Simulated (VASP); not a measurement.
# Ti4HBr (F-43m) in VASP: notebook

Runs on Ti4HBr. Level: PBE. Tasks: single point.

Program: VASP 6.6.1. These are calculated values, not measurements. Logs are shortened: lines on timing, memory, paths and dates and some standing lists are left out, and cuts for length are marked.

### 1 The cell of the first run

The structure is cubic, space group F-43m (No. 216). Conventional cell: a = 7.600 Å, b = 7.600 Å, c = 7.600 Å, α = 90.00°, β = 90.00°, γ = 90.00°. Ti (site symmetry 3m) has 6 Ti at 2.61 to 2.76 Å and 3 H at 3.14 Å and 3 Br at 3.16 Å within 3.4 Å. H (site symmetry -43m) has 12 Ti at 3.14 Å and 4 Br at 3.29 Å within 4.1 Å. Br (site symmetry -43m) has 12 Ti at 3.16 Å and 4 H at 3.29 Å within 4.2 Å.

The cell was built from a structure type or drawn by symmetry, and may not be a known phase.

### 2 Single point, PBE

INCAR reads:

```
SYSTEM = Ti4HBr
  PREC = Accurate
  ENCUT = 520
  EDIFF = 1E-6
  ISMEAR = 0
  SIGMA = 0.1
  LREAL = .False.
  LASPH = .True.
  NELM = 60
  ALGO = Normal
  ISIF = 2
  LWAVE = .False.
  LCHARG = .False.
  GGA = PE
  NBANDS = 37
```

KPOINTS reads:

```
regular mesh
0
Gamma
  8 8 8
  0 0 0
```

POSCAR reads:

```
Ti4HBr
1.0
    0.0000000000      3.7998406738      3.7998406738
    3.7998406738      0.0000000000      3.7998406738
    3.7998406738      3.7998406738      0.0000000000
Ti H Br
4 1 1
Direct
    0.6357131736      0.1214289421      0.1214289421
    0.1214289421      0.1214289421      0.1214289421
    0.1214289421      0.6357131736      0.1214289421
    0.1214289421      0.1214289421      0.6357131736
    0.7500000000      0.7500000000      0.7500000000
    0.5000000000      0.5000000000      0.5000000000
```

Potentials or basis: VASP PAW PBE potentials, release 64 (Ti_sv, H, Br).

Run with:

```sh
> cat potpaw_PBE.64/Ti_sv/POTCAR potpaw_PBE.64/H/POTCAR potpaw_PBE.64/Br/POTCAR > POTCAR
> mpirun -np 1 vasp_std > vasp.out
```

OUTCAR:

```text
SYSTEM = Ti4HBr
   PREC = Accurate
   ENCUT = 520
   EDIFF = 1E-6
   ISMEAR = 0
   LREAL = .False.
   LASPH = .True.
   NELM = 60
   ISIF = 2
   GGA = PE

 ion  position               nearest neighbor table
   1  0.636  0.121  0.121-   2 2.61   3 2.61   4 2.61   3 2.76   4 2.76   2 2.76
   2  0.121  0.121  0.121-   1 2.61   3 2.61   4 2.61   1 2.76   3 2.76   4 2.76
   3  0.121  0.636  0.121-   1 2.61   2 2.61   4 2.61   1 2.76   4 2.76   2 2.76
   4  0.121  0.121  0.636-   1 2.61   2 2.61   3 2.61   3 2.76   1 2.76   2 2.76
   5  0.750  0.750  0.750-
   6  0.500  0.500  0.500-

  LATTYP: Found a face centered cubic cell.
 ALAT       =     7.5996813476

  Lattice vectors:

 A1 = (   0.0000000000,   3.7998406738,   3.7998406738)
 A2 = (   3.7998406738,   0.0000000000,   3.7998406738)
 A3 = (   3.7998406738,   3.7998406738,   0.0000000000)

Analysis of symmetry for initial positions (statically):
=====================================================================
 Subroutine PRICEL returns:
 Original cell was already a primitive cell.

 Routine SETGRP: Setting up the symmetry group for a
 face centered cubic supercell.

 Subroutine GETGRP returns: Found 24 space group operations
 (whereof 24 operations were pure point group operations)
 out of a pool of 48 trial point group operations.

The static configuration has the point symmetry T_d .

Analysis of symmetry for dynamics (positions and initial velocities):
=====================================================================
 Subroutine PRICEL returns:
 Original cell was already a primitive cell.

 Routine SETGRP: Setting up the symmetry group for a
 face centered cubic supercell.

 Subroutine GETGRP returns: Found 24 space group operations
 (whereof 24 operations were pure point group operations)
 out of a pool of 48 trial point group operations.

The dynamic configuration has the point symmetry T_d .

 Subroutine INISYM returns: Found 24 space group operations
 (whereof 24 operations are pure point group operations),
 and found     1 'primitive' translations

----------------------------------------------------------------------------------------

                                     Primitive cell

  volume of cell :     109.7302

  direct lattice vectors                    reciprocal lattice vectors
     0.000000000  3.799840674  3.799840674    -0.131584464  0.131584464  0.131584464
     3.799840674  0.000000000  3.799840674     0.131584464 -0.131584464  0.131584464
     3.799840674  3.799840674  0.000000000     0.131584464  0.131584464 -0.131584464

  length of vectors
     5.373786216  5.373786216  5.373786216     0.227910978  0.227910978  0.227910978

  position of ions in fractional coordinates (direct lattice)
     0.635713174  0.121428942  0.121428942
     0.121428942  0.121428942  0.121428942
     0.121428942  0.635713174  0.121428942
     0.121428942  0.121428942  0.635713174
     0.750000000  0.750000000  0.750000000
     0.500000000  0.500000000  0.500000000

  ion indices of the primitive-cell ions
   primitive index   ion index
                 1           1
                 2           2
                 3           3
                 4           4
                 5           5
                 6           6

----------------------------------------------------------------------------------------

 KPOINTS: regular mesh

Automatic generation of k-mesh.
 Grid dimensions read from file:
 generate k-points for:    8    8    8

 Generating k-lattice:

  Cartesian coordinates                     Fractional coordinates (reciprocal lattice)
    -0.016448058  0.016448058  0.016448058     0.125000000  0.000000000  0.000000000
     0.016448058 -0.016448058  0.016448058     0.000000000  0.125000000  0.000000000
     0.016448058  0.016448058 -0.016448058     0.000000000  0.000000000  0.125000000

  Length of vectors
     0.028488872  0.028488872  0.028488872

  Shift w.r.t. Gamma in fractional coordinates (k-lattice)
     0.000000000  0.000000000  0.000000000

 Subroutine IBZKPT returns following result:
 ===========================================

 Found     29 irreducible k-points:

 Following reciprocal coordinates:
            Coordinates               Weight
  0.000000  0.000000  0.000000      1.000000
  0.125000  0.000000  0.000000      8.000000
  0.250000  0.000000  0.000000      8.000000
  0.375000  0.000000  0.000000      8.000000
  0.500000  0.000000  0.000000      4.000000
  0.125000  0.125000  0.000000      6.000000
[... 16 lines left out ...]
  0.500000  0.250000  0.125000     48.000000
 -0.375000  0.250000  0.125000     24.000000
 [... further k-points ...]
   k-points           NKPTS =     29   k-points in BZ     NKDIM =     29   number of bands    NBANDS=     37
   number of dos      NEDOS =    301   number of ions     NIONS =      6
   total plane-waves  NPLWV =  64000
   dimension x,y,z NGX =    40 NGY =   40 NGZ =   40
   dimension x,y,z NGXF=    80 NGYF=   80 NGZF=   80
   ions per type =               4   1   1
   NGX,Y,Z   is equivalent  to a cutoff of  12.37, 12.37, 12.37 a.u.
   NGXF,Y,Z  is equivalent  to a cutoff of  24.75, 24.75, 24.75 a.u.
 SYSTEM =  Ti4HBr
   PREC   = accura    normal or accurate (medium, high low for compatibility)
   ISTART =      0    job   : 0-new  1-cont  2-samecut
   ICHARG =      2    charge: 1-file 2-atom 10-const
   ISPIN  =      1    spin polarized calculation?
   LNONCOLLINEAR =      F non collinear calculations
   LSORBIT =      F    spin-orbit coupling
   LASPH  =      T    aspherical Exc in radial PAW
   ENCUT  =  520.0 eV  38.22 Ry    6.18 a.u.   9.99  9.99  9.99*2*pi/ulx,y,z
   NELM   =     60;   NELMIN=  2; NELMDL= -5     # of ELM steps
   EDIFF  = 0.1E-05   stopping-criterion for ELM
   LREAL  =      F    real-space projection
   EDIFFG = 0.1E-04   stopping-criterion for IOM
   NSW    =      0    number of steps for IOM
   IBRION =     -1    ionic relax: 0-MD 1-quasi-New 2-CG
   NFREE  =      0    steps in history (QN), initial steepest desc. (CG)
   ISIF   =      2    stress and relaxation
   ISYM   =      2    0-nonsym 1-usesym 2-fastsym
   POTIM  = 0.5000    time-step for ionic-motion
   TEBEG  =    0.0;   TEEND  =   0.0 temperature during run
   PSTRESS=    0.0 pullay stress
   NELECT =      56.0000    total number of electrons
   NUPDOWN=      -1.0000    fix difference up-down
   EMIN   =  10.00;   EMAX   =-10.00  energy-range for DOS
   EFERMI =   0.00;   METHOD = LEGACY
   ISMEAR =     0;   SIGMA  =   0.10  broadening in eV -4-tet -1-fermi 0-gaus
   EFERMI_NEDOS =   21; number of points for ismear=-14 and -15
   IALGO  =     38    algorithm
   IMIX   =      4    mixing-type and parameters
     AMIX     =   0.40;   BMIX     =  1.00
     AMIX_MAG =   1.60;   BMIX_MAG =  1.00
  volume/ion in A,a.u.               =      18.29       123.42
  Fermi-wavevector in a.u.,A,eV,Ry     =   1.308264  2.472261 23.287122  1.711555
  Thomas-Fermi vector in A             =   2.438943
   LORBIT       =      0    0 simple, 1 ext, 2 COOP (PROOUT), +10 PAW based schemes
   GGA     = PE    functional components
   LHFCALC =     F    Hartree Fock is set to
   AEXX    =    0.0000 exact exchange contribution
   IVDW    =     0    specifies the selected vdW correction
   LEPSILON=     F    determine dielectric tensor
   LRPA    =     F    only Hartree local field effects (RPA)
 non-spin polarized calculation
 Gauss-broadening in eV      SIGMA  =   0.10
  energy-cutoff  :      520.00
  volume of cell :      109.73
 maximum number of plane-waves:      2996
   NGX = 19   NGY = 19   NGZ = 19

 number of electron      56.0000005 magnetization

 Free energy of the ion-electron system (eV)
  ---------------------------------------------------
  ext. energy  EPLUGINS =         0.00000000
  ---------------------------------------------------
  free energy    TOTEN  =       -30.64567344 eV

  energy without entropy =      -30.58839105  energy(sigma->0) =      -30.61703225

 E-fermi :   6.3644     XC(G=0): -10.3039

 val. band max:        6.3506802637   @ k =  -0.1250   0.1250   0.0000
 cond. band min:       6.3746002937   @ k =   0.5000   0.2500   0.0000
 fundamental gap:      0.0239200301
 Fermi energy:         6.3644215820

 k-point     1 :       0.0000    0.0000    0.0000
  band No.  band energies     occupation
      1     -50.3460      2.00000
      2     -50.1363      2.00000
      3     -50.1363      2.00000
      4     -50.1363      2.00000
      5     -27.1050      2.00000
      6     -26.8522      2.00000
[... 29 lines left out ...]
     36       8.8180      0.00000
     37       9.0362      0.00000

 k-point     2 :       0.1250    0.0000    0.0000
  band No.  band energies     occupation
      1     -50.3407      2.00000
      2     -50.1418      2.00000
      3     -50.1363      2.00000
      4     -50.1363      2.00000
      5     -27.0790      2.00000
      6     -26.8445      2.00000
[... 29 lines left out ...]
     36       8.8028      0.00000
     37       8.8041      0.00000

 k-point     3 :       0.2500    0.0000    0.0000
  band No.  band energies     occupation
      1     -50.3267      2.00000
      2     -50.1565      2.00000
      3     -50.1364      2.00000
      4     -50.1364      2.00000
      5     -27.0188      2.00000
      6     -26.8192      2.00000
[... 29 lines left out ...]
     36       8.4877      0.00000
     37       8.7051      0.00000

 k-point     4 :       0.3750    0.0000    0.0000
  band No.  band energies     occupation
      1     -50.3096      2.00000
      2     -50.1741      2.00000
      3     -50.1364      2.00000
      4     -50.1364      2.00000
      5     -26.9717      2.00000
      6     -26.8056      2.00000
[... 29 lines left out ...]
     36       8.1483      0.00000
     37       8.6354      0.00000
[... 683 lines left out ...]
      1     -50.3143      2.00000
      2     -50.1692      2.00000
      3     -50.1365      2.00000
      4     -50.1364      2.00000
      5     -26.9589      2.00000
      6     -26.8293      2.00000
[... 29 lines left out ...]
     36       8.3866      0.00000
     37       8.6994      0.00000

 k-point    23 :       0.5000    0.2500    0.1250
  band No.  band energies     occupation
      1     -50.2979      2.00000
      2     -50.1860      2.00000
      3     -50.1365      2.00000
      4     -50.1365      2.00000
      5     -26.9073      2.00000
      6     -26.8015      2.00000
[... 29 lines left out ...]
     36       8.2001      0.00000
     37       8.4555      0.00000

 k-point    24 :      -0.3750    0.2500    0.1250
  band No.  band energies     occupation
      1     -50.2895      2.00000
      2     -50.1946      2.00000
      3     -50.1365      2.00000
      4     -50.1365      2.00000
      5     -26.8931      2.00000
      6     -26.7921      2.00000
[... 29 lines left out ...]
     36       7.9351      0.00000
     37       8.3450      0.00000

 [... further k-points ...]
[... 5 lines left out ...]
  --------------------------------------------------------------------------------------
  -------------------------------------------------------------------------------------
  Total       -0.0659655     -0.0659655     -0.0659655      0.0000000      0.0000000      0.0000000
  in kB       -0.9631656     -0.9631656     -0.9631656      0.0000000      0.0000000      0.0000000
  external PRESSURE =      -0.9631656 kB  Pullay stress =       0.0000000 kB

 VOLUME and BASIS-vectors are now :
 -----------------------------------------------------------------------------
  energy-cutoff  :      520.00
  volume of cell :      109.73
      direct lattice vectors                 reciprocal lattice vectors
     0.000000000  3.799840674  3.799840674    -0.131584464  0.131584464  0.131584464
     3.799840674  0.000000000  3.799840674     0.131584464 -0.131584464  0.131584464
     3.799840674  3.799840674  0.000000000     0.131584464  0.131584464 -0.131584464

 POSITION                                       TOTAL-FORCE (eV/Angst)
 -----------------------------------------------------------------------------------
      0.92282      2.87702      2.87702         0.009866     -0.009866     -0.009866
      0.92282      0.92282      0.92282         0.009866      0.009866      0.009866
      2.87702      0.92282      2.87702        -0.009866      0.009866     -0.009866
      2.87702      2.87702      0.92282        -0.009866     -0.009866      0.009866
      5.69976      5.69976      5.69976         0.000000      0.000000      0.000000
      3.79984      3.79984      3.79984         0.000000     -0.000000      0.000000
 -----------------------------------------------------------------------------------
    total drift:                                0.000000      0.000000      0.000000

  FREE ENERGIE OF THE ION-ELECTRON SYSTEM (eV)
  ---------------------------------------------------
  free  energy   TOTEN  =       -30.6456734416 eV

  energy  without entropy=      -30.5883910493  energy(sigma->0) =      -30.61703225
```

Wall time 67 s (1 thread of Intel Xeon 6975P-C (Granite Rapids), shared host); peak memory 0.29 GiB.

What came out:

| Item | Value |
| --- | --- |
| Free energy | -30.6457 eV |
| Pressure | -0.1 GPa |
| Largest force | 0.017 eV/Å |
| Band gap on the k mesh | zero (bands 28 and 29 overlap by 0.21 eV) |

Forces in eV/Å, atoms in the order of the input:
```
Ti   0.010 -0.010 -0.010
Ti   0.010  0.010  0.010
Ti  -0.010  0.010 -0.010
Ti  -0.010 -0.010  0.010
H    0.000  0.000  0.000
Br   0.000  0.000  0.000
```

### 3 Single point, PBE, collinear spin

This run uses another cell than the first one, of 15.83 Å³/atom.

INCAR reads:

```
PREC = Accurate
ENCUT = 520
EDIFF = 1E-6
ISMEAR = 0
SIGMA = 0.1
LREAL = False
LASPH = True
NELM = 150
ALGO = Normal
ISIF = 2
LWAVE = False
LCHARG = False
ISPIN = 2
MAGMOM = 1 1 1 1 0 0
LORBIT = 11
LMAXMIX = 4
GGA = PE
NBANDS = 41
```

KPOINTS reads:

```
Automatic mesh
0
Gamma
  4 4 4
```

POSCAR reads:

```
Ti4HBr
1.0
    0.0000000000      3.6212367600      3.6212367600
    3.6212367600      0.0000000000      3.6212367600
    3.6212367600      3.6212367600      0.0000000000
Ti H Br
4 1 1
Direct
    0.8742122000      0.3773634100      0.8742122000
    0.8742122000      0.8742122000      0.3773634100
    0.8742122000      0.8742122000      0.8742122000
    0.3773634100      0.8742122000      0.8742122000
    0.2500000000      0.2500000000      0.2500000000
    0.5000000000      0.5000000000      0.5000000000
```

Potentials or basis: VASP PAW PBE potentials, release 64 (Ti_sv, H, Br).

Run with:

```sh
> cat potpaw_PBE.64/Ti_sv/POTCAR potpaw_PBE.64/H/POTCAR potpaw_PBE.64/Br/POTCAR > POTCAR
> mpirun -np 1 vasp_std > vasp.out
```

Run time: 78 s. Hardware: 1 thread of Intel Xeon 6975P-C (Granite Rapids), shared host; peak memory 0.31 GiB.

Results (log left out):

| Item | Value |
| --- | --- |
| Free energy | -30.1952 eV |
| Pressure | 8.7 GPa |
| Largest force | 0.685 eV/Å |
| Net moment | 0.51 μB per cell |
| Site moments | Ti +0.09; H -0.00; Br +0.01 μB |
| Valence electrons inside the program's atomic spheres | Ti 10.56; H 0.39; Br 4.80 |

Forces on the atoms (eV/Å):
```
Ti  -0.395  0.395 -0.395
Ti  -0.395 -0.395  0.395
Ti   0.395  0.395  0.395
Ti   0.395 -0.395 -0.395
H    0.000  0.000  0.000
Br   0.000  0.000  0.000
```

Levels at points of the mesh, in eV from the Fermi level:
Spin up:
| k point | band 24 | band 25 | band 26 | band 27 | band 28 | band 29 | band 30 | band 31 | band 32 | band 33 |
| --- | --- | --- | --- | --- | --- | --- | --- | --- | --- | --- |
| (0.00, 0.00, 0.00) | -2.05 | -2.05 | -0.78 | -0.78 | -0.17 | -0.17 | -0.17 | 1.47 | 2.70 | 2.70 |
| (0.50, 0.00, 0.00) | -1.41 | -0.86 | -0.41 | -0.41 | -0.12 | 0.25 | 0.52 | 0.52 | 0.68 | 0.68 |
| (0.50, 0.50, 0.00) | -0.85 | -0.85 | -0.81 | -0.47 | 0.07 | 0.50 | 0.58 | 0.59 | 0.59 | 0.89 |
Spin down:
```tsv
k point	band 25	band 26	band 27	band 28	band 29	band 30	band 31	band 32
(0.00, 0.00, 0.00)	-1.98	-0.70	-0.70	-0.08	-0.08	-0.08	1.50	2.79
(0.50, 0.00, 0.00)	-0.80	-0.32	-0.32	-0.03	0.35	0.60	0.60	0.77
(0.50, 0.50, 0.00)	-0.77	-0.71	-0.38	0.15	0.58	0.67	0.67	0.67
```

Caveat: the k points lie up to 0.38 Å⁻¹ apart.
